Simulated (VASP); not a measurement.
A run of VASP 6.6.1:

The input INCAR:

```
SYSTEM = Al5Ru
  ALGO = Fast
  EDIFF = 1E-7
  EDIFFG = -0.01
  ENCUT = 600
  GGA = PE
  IBRION = 2
  ISIF = 3
  ISMEAR = 0
  LASPH = .True.
  LCHARG = .False.
  LREAL = .False.
  LWAVE = .False.
  NELM = 100
  NSW = 100
  PREC = Accurate
  SIGMA = 0.1
```

KPOINTS

```
k-points
0
Gamma
  18 18 4
  0 0 0
```

Contents of POSCAR:

```
Al5Ru
1.0
    2.8790218394      0.0000000000      0.0000000000
   -1.4395109197      2.4933060510      0.0000000000
    0.0000000000      0.0000000000     13.2503299987
Al Ru
5 1
Direct
    0.0000000000      0.0000000000      0.6758575239
    0.3333333333      0.6666666667      0.8532319919
    0.3333333333      0.6666666667      0.1467680081
    0.0000000000      0.0000000000      0.3241424761
    0.3333333333      0.6666666667      0.5000000000
    0.6666666667      0.3333333333      0.0000000000
```

Potentials or basis: VASP PAW PBE potentials, release 64 (Al, Ru_pv).

Run with:

```console
$ cat potpaw_PBE.64/Al/POTCAR potpaw_PBE.64/Ru_pv/POTCAR > POTCAR
$ mpirun -np 1 vasp_std > vasp.out
```

Hardware: 1 thread of Oxide Virtual Turin-like Processor, on a shared host.

Estimate the wall time of this run.

Wall time 24 min on 1 thread of Oxide Virtual Turin-like Processor, with other jobs on the host, peak memory 0.38 GiB. Counts: scf iterations 64, k points 111, ion steps 7.
